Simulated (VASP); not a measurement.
# MgO: G0W0 quasiparticle levels with PBE

Crystal: MgO.

```
CELL_PARAMETERS angstrom
0.01713 2.10217 2.10217
2.10217 0.01713 2.10217
2.11930 2.11930 0.00000
ATOMIC_POSITIONS crystal
Mg 0.00000 0.00000 0.00000
O 0.50000 0.50000 0.50000
```

```json
{
  "Program": "VASP 6.6.1",
  "Task": "G0W0 quasiparticle levels",
  "Functional": "PBE",
  "Potentials or basis": "VASP PAW PBE potentials, release 64 (Mg_GW, O_GW)",
  "Cutoff": "500 eV",
  "k mesh": "6 × 6 × 6",
  "Occupations": "gaussian, width 0.01 eV",
  "Spin": "no spin polarisation",
  "Dipole correction": "no",
  "GW scheme": "G0W0",
  "GW iterations": "1",
  "Cutoff of the response function": "150",
  "Frequency points": "96",
  "Empty bands": "77",
  "Further INCAR settings": "ALGO = EVGW0; EDIFF = 1e-08; NBANDS = 81"
}
```

* Quasiparticle gap: 7.26 eV
* Least direct quasiparticle gap: 7.26 eV
* Band gap of the starting levels on the mesh: 4.71 eV
* Least direct gap of the starting levels on the mesh: 4.71 eV

It took 9.2 min on 1 thread of Intel(R) Xeon(R) Platinum 8488C (Sapphire Rapids), with other jobs on the host, peak memory 0.44 GiB.

Caveat: the k points lie up to 0.43 Å⁻¹ apart; bands, screening cutoff and mesh are small and nothing is extrapolated, so the quasiparticle values aren't converged.
